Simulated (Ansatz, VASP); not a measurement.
**Pt: VASP beside Ansatz**

The input INCAR:

```
SYSTEM = Pt
PREC = Accurate
ENCUT = 520
EDIFF = 1E-6
ISMEAR = 0
SIGMA = 0.15
LREAL = .FALSE.
LASPH = .TRUE.
NELM = 100
ALGO = Fast
ISIF = 2
LWAVE = .FALSE.
LCHARG = .FALSE.
GGA = PE
NBANDS = 17
```

The input KPOINTS:

```
regular mesh
0
G
  16 16 12
  0 0 0
```

POSCAR

```
Pt
1.0
    0.0000000000     -1.9849647118     -1.9849647118
    0.0000000000      1.9849647118     -1.9849647118
    3.9699294236      0.0000000000      0.0000000000
Pt
2
Direct
    0.5299753440      0.4700246560      0.5000000000
   -0.0299753440      0.0299753440      0.0000000000
```

Input for Ansatz:

```yaml
crystal:
  lattice:
    - [0.0, -1.9849647118, -1.9849647118]
    - [0.0, 1.9849647118, -1.9849647118]
    - [3.9699294236, 0.0, 0.0]
  atoms:
    - { symbol: Pt, position: [0.529975344, 0.470024656, 0.5] }
    - { symbol: Pt, position: [-0.029975344, 0.029975344, 0.0] }
basis:
  ecutwfc: 420
kpoints:
  mp_grid: { grid: [16, 16, 12] }
hamiltonian:
  xc: pbe
  pseudopotentials: { kind: paw, azcp: { folder: soft_1 } }
scf:
  occupations: { method: gaussian, width: 0.15 }
output:
  forces: true
  stress: true
  eigenvalues: true
  write_density: true
  write_potential: true
  elf: true
  volumetric_format: npy
```

Change from the starting cell: mode 4 frozen in at -0.119 Å and mode 5 at +0.000 Å (largest displacements).

Alike in both runs: task single point; functional PBE; k mesh 16 × 16 × 12; occupations gaussian, width 0.15 eV; no spin polarisation.

```csv
,VASP,Ansatz
version,VASP 6.6.1,Ansatz 0.2.0
potentials or method,"VASP PAW PBE potentials, release 64 (Pt), cutoff 520 eV","scalar-relativistic, plane waves, PAW"
valence electrons in the cell,20,36
```

```csv
,VASP,Ansatz,Ansatz less VASP
gap on the k mesh at the Fermi level (eV),none,none,-
pressure (GPa),3.1,3.6,+0.48
"traceless stress, the component that is largest in VASP (GPa)",-3.56,-3.62,-0.054
rms of the force components (eV/Å),0.715,0.722,+0.0069
```

Atom by atom the forces differ by 0.007 eV/Å (rms over components). A gap of «none» marks a metal or a gap that the smearing closes. VASP's potentials hold 20 valence electrons a cell and Ansatz's 36, so a difference there can come from the potentials and not from the codes.

Neither program's run includes spin-orbit coupling.
